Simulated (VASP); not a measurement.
# YSc (P-6m2) in VASP: density of states with LDA

Aim: the density of states of YSc with LDA.

Program: VASP 6.6.1. These are calculated values, not measurements. Logs are shortened: lines on timing, memory, paths and dates and some standing lists are left out, and cuts for length are marked.

## Step 1: The cell of the first run

Symmetry: P-6m2, No. 187, hexagonal system. The conventional cell has a = 3.400 Å, b = 3.400 Å, c = 5.250 Å, α = 90.00°, β = 90.00°, γ = 120.00°. Within 4.3 Å of Y (site symmetry -6m2) lie 6 Sc at 3.28 Å and 6 Y at 3.40 Å. Sc (site symmetry -6m2) has 6 Y at 3.28 Å and 6 Sc at 3.40 Å within 4.3 Å.

## Step 2: Density of states, LDA

Input file POSCAR:

```
YSc
1.0
    3.4000408477      0.0000000000      0.0000000000
   -1.7000204238      2.9445217480      0.0000000000
    0.0000000000      0.0000000000      5.2503274899
Y Sc
1 1
Direct
    0.0000000000      0.0000000000      0.0000000000
    0.3333333333      0.6666666667      0.5000000000
```

Input file INCAR.step1:

```
ALGO     = Normal         # electronic algorithm
EDIFF    = 1E-7           # SCF threshold, eV
ENCUT    = 520            # plane-wave cutoff, eV
ISIF     = 2              # what is computed and relaxed
ISMEAR   = 1              # smearing method
LASPH    = T              # aspherical terms in the spheres
LCHARG   = T              # write CHGCAR
LMAXMIX  = 4              # l up to which the mixer works
LREAL    = F              # projectors in reciprocal space
LWAVE    = F              # write WAVECAR
NBANDS   = 18             # bands
NELM     = 80             # most SCF steps
PREC     = Accurate       # precision mode
SIGMA    = 0.02           # smearing width, eV
```

Input file KPOINTS.step1:

```
k-points
0
Gamma
  9 9 5
```

Input file INCAR.step2:

```
ALGO     = Normal         # electronic algorithm
EDIFF    = 1E-7           # SCF threshold, eV
ENCUT    = 520            # plane-wave cutoff, eV
ICHARG   = 11             # starting density
ISIF     = 2              # what is computed and relaxed
ISMEAR   = -5             # smearing method
LASPH    = T              # aspherical terms in the spheres
LCHARG   = F              # write CHGCAR
LMAXMIX  = 4              # l up to which the mixer works
LORBIT   = 11             # projections on sites
LREAL    = F              # projectors in reciprocal space
LWAVE    = F              # write WAVECAR
NBANDS   = 18             # bands
NEDOS    = 1001           # points of the DOS
NELM     = 80             # most SCF steps
PREC     = Accurate       # precision mode
SIGMA    = 0.02           # smearing width, eV
```

Input file KPOINTS.step2:

```
k-points
0
Gamma
  14 14 8
```

Potentials or basis: VASP PAW LDA potentials, release 64 (Y_sv, Sc_sv).

Started as:

```
cat potpaw_LDA.64/Y_sv/POTCAR potpaw_LDA.64/Sc_sv/POTCAR > POTCAR
cp INCAR.step1 INCAR
cp KPOINTS.step1 KPOINTS
mpirun -np 1 vasp_std > vasp.out
cp INCAR.step2 INCAR
cp KPOINTS.step2 KPOINTS
mpirun -np 1 vasp_std > vasp.out
```

OUTCAR:

```text
EDIFF = 1E-7
   ENCUT = 520
   ICHARG = 11
   ISIF = 2
   ISMEAR = -5
   LASPH = T
   LORBIT = 11
   LREAL = F
   NELM = 80
   PREC = Accurate

 ion  position               nearest neighbor table
   1  0.000  0.000  0.000-   2 3.28   2 3.28   2 3.28   2 3.28   2 3.28   2 3.28
   2  0.333  0.667  0.500-   1 3.28   1 3.28   1 3.28   1 3.28   1 3.28   1 3.28

  LATTYP: Found a hexagonal cell.
 ALAT       =     3.4000408477
 C/A-ratio  =     1.5441954156

  Lattice vectors:

 A1 = (   3.4000408477,   0.0000000000,   0.0000000000)
 A2 = (  -1.7000204238,   2.9445217480,   0.0000000000)
 A3 = (   0.0000000000,   0.0000000000,   5.2503274899)

Analysis of symmetry for initial positions (statically):
=====================================================================
 Subroutine PRICEL returns:
 Original cell was already a primitive cell.

 Routine SETGRP: Setting up the symmetry group for a
 hexagonal supercell.

 Subroutine GETGRP returns: Found 12 space group operations
 (whereof 12 operations were pure point group operations)
 out of a pool of 24 trial point group operations.

The static configuration has the point symmetry D_3h.

Analysis of symmetry for dynamics (positions and initial velocities):
=====================================================================
 Subroutine PRICEL returns:
 Original cell was already a primitive cell.

 Routine SETGRP: Setting up the symmetry group for a
 hexagonal supercell.

 Subroutine GETGRP returns: Found 12 space group operations
 (whereof 12 operations were pure point group operations)
 out of a pool of 24 trial point group operations.

The dynamic configuration has the point symmetry D_3h.

 Subroutine INISYM returns: Found 12 space group operations
 (whereof 12 operations are pure point group operations),
 and found     1 'primitive' translations

----------------------------------------------------------------------------------------

                                     Primitive cell

  volume of cell :      52.5636

  direct lattice vectors                    reciprocal lattice vectors
     3.400040848  0.000000000  0.000000000     0.294114114  0.169806863  0.000000000
    -1.700020424  2.944521748  0.000000000     0.000000000  0.339613725  0.000000000
     0.000000000  0.000000000  5.250327490     0.000000000  0.000000000  0.190464309

  length of vectors
     3.400040848  3.400040848  5.250327490     0.339613725  0.339613725  0.190464309
[... 89 lines left out ...]
   ISIF   =      2    stress and relaxation
   ISYM   =      2    0-nonsym 1-usesym 2-fastsym
   POTIM  = 0.5000    time-step for ionic-motion
   TEBEG  =    0.0;   TEEND  =   0.0 temperature during run
   PSTRESS=    0.0 pullay stress
   NELECT =      22.0000    total number of electrons
   NUPDOWN=      -1.0000    fix difference up-down
   EMIN   =  10.00;   EMAX   =-10.00  energy-range for DOS
   EFERMI =   0.00;   METHOD = LEGACY
   ISMEAR =    -5;   SIGMA  =   0.02  broadening in eV -4-tet -1-fermi 0-gaus
   EFERMI_NEDOS =   21; number of points for ismear=-14 and -15
   IALGO  =     38    algorithm
   IMIX   =      4    mixing-type and parameters
     AMIX     =   0.40;   BMIX     =  1.00
     AMIX_MAG =   1.60;   BMIX_MAG =  1.00
  volume/ion in A,a.u.               =      26.28       177.36
  Fermi-wavevector in a.u.,A,eV,Ry     =   1.224580  2.314121 20.403257  1.499597
  Thomas-Fermi vector in A             =   2.359650
   LORBIT       =     11    0 simple, 1 ext, 2 COOP (PROOUT), +10 PAW based schemes
   GGA     = CA    functional components
   LHFCALC =     F    Hartree Fock is set to
   AEXX    =    0.0000 exact exchange contribution
   IVDW    =     0    specifies the selected vdW correction
   LEPSILON=     F    determine dielectric tensor
   LRPA    =     F    only Hartree local field effects (RPA)
 non-spin polarized calculation
 Fermi weights with tetrahedron method with Bloechl corrections
  energy-cutoff  :      520.00
  volume of cell :       52.56
 maximum number of plane-waves:      1436
 NGX is ok and might be reduce to    28

 number of electron      22.0000001 magnetization

 Free energy of the ion-electron system (eV)
  ---------------------------------------------------
  ext. energy  EPLUGINS =         0.00000000
  ---------------------------------------------------
  free energy    TOTEN  =       -13.57759150 eV

  energy without entropy =      -13.57759150  energy(sigma->0) =      -13.57759150

 E-fermi :   3.5876     XC(G=0): -10.2201

 val. band max:        3.5872894364   @ k =   0.3571   0.0714   0.1250
 cond. band min:       3.5785354951   @ k =   0.1429   0.1429   0.3750
 fundamental gap:     -0.0087539413
 Fermi energy:         3.5875769698

 k-point     1 :       0.0000    0.0000    0.0000
  band No.  band energies     occupation
      1     -45.2706      2.00000
      2     -38.3893      2.00000
      3     -24.3019      2.00000
      4     -24.1255      2.00000
      5     -24.1255      2.00000
      6     -18.5596      2.00000
[... 481 lines left out ...]
      5     -24.2538      2.00000
      6     -18.7433      2.00000
[... 10 lines left out ...]
     17       7.7744      0.00000
     18       8.1765      0.00000

 [... further k-points ...]

------------------------ aborting loop because EDIFF is reached ----------------------------------------

  FORCE on cell =-STRESS in cart. coord.  units (eV):
  Direction    XX          YY          ZZ          XY          YZ          ZX
  --------------------------------------------------------------------------------------
  -------------------------------------------------------------------------------------
  Total       -0.1791710     -0.1791710     -0.1795471     -0.0000000      0.0000000     -0.0000000
  in kB       -5.4612611     -5.4612611     -5.4727247     -0.0000000      0.0000000     -0.0000000
  external PRESSURE =      -5.4650823 kB  Pullay stress =       0.0000000 kB

 VOLUME and BASIS-vectors are now :
 -----------------------------------------------------------------------------
  energy-cutoff  :      520.00
  volume of cell :       52.56
      direct lattice vectors                 reciprocal lattice vectors
     3.400040848  0.000000000  0.000000000     0.294114114  0.169806863  0.000000000
    -1.700020424  2.944521748  0.000000000     0.000000000  0.339613725  0.000000000
     0.000000000  0.000000000  5.250327490     0.000000000  0.000000000  0.190464309

 POSITION                                       TOTAL-FORCE (eV/Angst)
 -----------------------------------------------------------------------------------
      0.00000      0.00000      0.00000        -0.000000      0.000000      0.000000
     -0.00000      1.96301      2.62516         0.000000     -0.000000      0.000000
 -----------------------------------------------------------------------------------
    total drift:                                0.002524     -0.001457     -0.000000

  FREE ENERGIE OF THE ION-ELECTRON SYSTEM (eV)
  ---------------------------------------------------
  free  energy   TOTEN  =       -13.5775914968 eV

  energy  without entropy=      -13.5775914968  energy(sigma->0) =      -13.57759150

 total charge

# of ion       s       p       d       f       tot
--------------------------------------------------
    1        2.315   6.276   1.108   0.011   9.709
    2        2.284   6.092   1.036   0.000   9.412
--------------------------------------------------
tot          4.599  12.368   2.143   0.011  19.121
```

Run time: 67 s. Hardware: 1 thread of Intel Xeon Platinum 8488C (Sapphire Rapids), shared host; peak memory 0.26 GiB.

What came out:

```
Valence electrons inside the program's atomic spheres : Y 9.71; Sc 9.41
```

Levels at points of the mesh, in eV from the Fermi level:
```
           k point  band 9  band 10  band 11  band 12  band 13  band 14
(0.00, 0.00, 0.00)   -5.00    -1.91     1.22     1.53     1.53     1.96
(0.50, 0.00, 0.00)   -1.83    -1.20    -0.93    -0.13     1.25     1.44
(0.00, 0.00, 0.50)   -3.46    -3.27     0.93     1.04     1.40     1.40
(0.50, 0.00, 0.50)   -1.86    -1.69     0.07     0.08     1.21     2.00
```

Caveat: tetrahedron occupations give inexact forces and stress in metals.
